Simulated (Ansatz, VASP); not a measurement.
**BAs: VASP beside Ansatz**

```
CELL_PARAMETERS angstrom
0.00000 2.39186 2.39186
2.39186 0.00000 2.39186
2.39186 2.39186 0.00000
ATOMIC_POSITIONS crystal
B 0.00000 0.00000 0.00000
As 0.25000 0.25000 0.25000
```

Alike in both runs: functional r2SCAN; k mesh 15 × 15 × 15; occupations fermi-dirac, width 0.1 eV; no spin polarisation.

Ansatz relaxed the structure, and its values are those at the end. VASP's run is a single point on that final structure, the one shown.

|  | VASP | Ansatz |
| --- | --- | --- |
| version | VASP 6.6.1 | Ansatz 0.2.0 |
| potentials or method | VASP PAW PBE potentials, release 64 (B, As) | PAW with Ansatz's default frozen-core files, scalar-relativistic |
| plane-wave cutoff (eV) | 520 | 500 |
| valence electrons in the cell | 8 | 18 |

```csv
,VASP,Ansatz,Ansatz less VASP
pressure (GPa),0.3,0.0,-0.24
```

VASP's potentials were made for PBE, not for r2SCAN. VASP's potentials hold 8 valence electrons a cell and Ansatz's 18, so a difference there can come from the potentials and not from the codes.
